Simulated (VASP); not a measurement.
Write the native input for VASP 6.6.1 that does the following.

```
Task                   : relaxation of cell and atoms
Functional             : PBE
Dispersion             : D3(BJ)
Potentials or basis    : VASP PAW PBE potentials, release 64 (Mo_sv, S)
Cutoff                 : 600 eV
k mesh                 : 12 × 12 × 3
Occupations            : gaussian, width 0.01 eV
Spin                   : no spin polarisation
Dipole correction      : no
Further INCAR settings : ALGO = Normal; EDIFF = 1e-06; IBRION = 2; EDIFFG = -0.003; NSW = 100; ISIF = 3
```

The structure of MoS2 lies in POSCAR:

```
MoS2
1.0
    3.1610000000      0.0000000000      0.0000000000
   -1.5805000000      2.7375063014      0.0000000000
    0.0000000000      0.0000000000     12.2950000000
Mo S
2 4
Direct
    0.3333333333      0.6666666667      0.2500000000
    0.6666666667      0.3333333333      0.7500000000
    0.3333333333      0.6666666667      0.6275000000
    0.6666666667      0.3333333333      0.1275000000
    0.3333333333      0.6666666667      0.8725000000
    0.6666666667      0.3333333333      0.3725000000
```

The input as run:

INCAR

```
ALGO = Normal ; EDIFF = 1E-6
EDIFFG = -0.003 ; ENCUT = 600
GGA = PE ; IBRION = 2
ISIF = 3 ; ISMEAR = 0
IVDW = 12 ; LASPH = True
LCHARG = False ; LREAL = False
LWAVE = False ; NELM = 100
NSW = 100 ; PREC = Accurate
SIGMA = 0.01
```

KPOINTS

```
k-points
0
Gamma
  12 12 3
```

Potentials or basis: VASP PAW PBE potentials, release 64 (Mo_sv, S).

Run with:

```bash
$ cat potpaw_PBE.64/Mo_sv/POTCAR potpaw_PBE.64/S/POTCAR > POTCAR
$ mpirun -np 1 vasp_std > vasp.out
```

It gave:

```yaml
Relaxed_volume: 17.30 Å³/atom
Relaxed_cell: a = 3.149 Å, b = 3.149 Å, c = 12.088 Å, α = 90.00°, β = 90.00°, γ = 120.00°
Space_group_after_relaxing_to_0.05_Å: P6_3/mmc (No. 194)
Energy_gained_by_relaxing: 24.0 meV/atom
Ionic_steps: 14
Pressure_after_relaxing: 0.0 GPa
Band_gap_on_the_k_mesh: 0.80 eV, indirect (least direct gap 1.71 eV)
Dispersion_energy_per_atom: -0.438 eV
```

Wall time 18 min on 1 thread of Intel(R) Xeon(R) Platinum 8488C (Sapphire Rapids), with other jobs on the host, peak memory 0.35 GiB.
